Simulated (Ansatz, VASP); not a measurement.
**Sn: VASP beside Ansatz**

Contents of INCAR:

```
SYSTEM = Sn
PREC = Accurate
ENCUT = 520
EDIFF = 1E-6
ISMEAR = 0
SIGMA = 0.15
LREAL = .FALSE.
LASPH = .TRUE.
NELM = 80
ALGO = Fast
ISIF = 2
LWAVE = .FALSE.
LCHARG = .FALSE.
GGA = PE
IVDW = 12
NBANDS = 13
```

Contents of KPOINTS:

```
Automatic mesh
0
G
  24 24 24
  0 0 0
```

File POSCAR:

```
Sn
1.0
   -1.7544065426      1.7195214224      2.1674907457
    1.7544065426     -1.7195214224      2.1674907457
    1.7544065426      1.7195214224     -2.1674907457
Sn
1
Direct
    0.0000000000      0.0000000000      0.0000000000
```

Input for Ansatz:

```yaml
crystal:
  lattice:
    - [-1.7544065426, 1.7195214224, 2.1674907457]
    - [1.7544065426, -1.7195214224, 2.1674907457]
    - [1.7544065426, 1.7195214224, -2.1674907457]
  atoms:
    - { symbol: Sn, position: [0.0, 0.0, 0.0] }
basis:
  ecutwfc: 420
kpoints:
  mp_grid: { grid: [24, 24, 24] }
hamiltonian:
  xc: pbe
  dispersion: d3bj
scf:
  occupations: { method: gaussian, width: 0.15 }
output:
  forces: true
  stress: true
  eigenvalues: true
```

Change from the starting cell: strain -0.0200 x Voigt [0, 1, 0, 0, 0, 0], atoms carried along.

Alike in both runs: task single point; functional PBE; dispersion D3(BJ); k mesh 24 × 24 × 24; occupations gaussian, width 0.15 eV; no spin polarisation.

|  | VASP | Ansatz |
| --- | --- | --- |
| version | VASP 6.6.1 | Ansatz 0.2.0 |
| potentials or method | VASP PAW PBE potentials, release 64 (Sn_d), cutoff 520 eV | scalar-relativistic, plane waves, PAW |
| valence electrons in the cell | 14 | 14 |

|  | VASP | Ansatz | Ansatz less VASP |
| --- | --- | --- | --- |
| gap on the k mesh at the Fermi level (eV) | none | none | - |
| pressure (GPa) | 1.1 | 1.1 | +0.02 |
| traceless stress, the component that is largest in VASP (GPa) | 0.18 | 0.18 | +0.001 |

A gap of «none» marks a metal or a gap that the smearing closes.
